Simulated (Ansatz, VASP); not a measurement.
**One calculation of H, two programs**

Contents of INCAR:

```
SYSTEM = H
  PREC = Accurate
  ENCUT = 520
  EDIFF = 1E-6
  ISMEAR = 0
  SIGMA = 0.05
  LREAL = .FALSE.
  LASPH = .TRUE.
  NELM = 80
  ALGO = Normal
  ISIF = 2
  LWAVE = .FALSE.
  LCHARG = .TRUE.
  GGA = CA
  LELF = .TRUE.
  LVHAR = .TRUE.
  NBANDS = 6
```

KPOINTS

```
regular mesh
0
G
  10 10 26
  0 0 0
```

File POSCAR:

```
H
1.0
    2.7821206758      0.0000000000      0.0000000000
    0.0000000000      2.7821206758      0.0000000000
    0.0000000000      0.0000000000      0.9314682740
H
1
Direct
    0.0000000000      0.0000000000      0.5000000000
```

Input for Ansatz:

```yaml
crystal:
  lattice:
    - [2.7821206758, 0.0, 0.0]
    - [0.0, 2.7821206758, 0.0]
    - [0.0, 0.0, 0.931468274]
  atoms:
    - { symbol: H, position: [0.0, 0.0, 0.5] }
basis:
  ecutwfc: 420
kpoints:
  mp_grid: { grid: [10, 10, 26] }
hamiltonian:
  xc: lda
scf:
  occupations: { method: gaussian, width: 0.05 }
output:
  forces: true
  stress: true
  eigenvalues: true
```

Change from the starting cell: strain +0.050 along x and y, -0.050 along z, atoms carried along.

Alike in both runs: task single point; functional LDA; k mesh 10 × 10 × 26; occupations gaussian, width 0.05 eV; no spin polarisation.

|  | VASP | Ansatz |
| --- | --- | --- |
| version | VASP 6.6.1 | Ansatz 0.2.0 |
| potentials or method | VASP PAW LDA potentials, release 64 (H), cutoff 520 eV | scalar-relativistic, plane waves, PAW |
| valence electrons in the cell | 1 | 1 |

Ansatz gave:

- pressure (GPa): 6.8
- traceless stress, the component that is largest in VASP (GPa): 14.50

Q: Which values does VASP return?

A: Pressure (GPa): 6.6; traceless stress, the component that is largest in VASP (GPa): 14.83.

LDA's correlation is that of Perdew and Zunger in VASP and of Perdew and Wang (1992) in Ansatz.
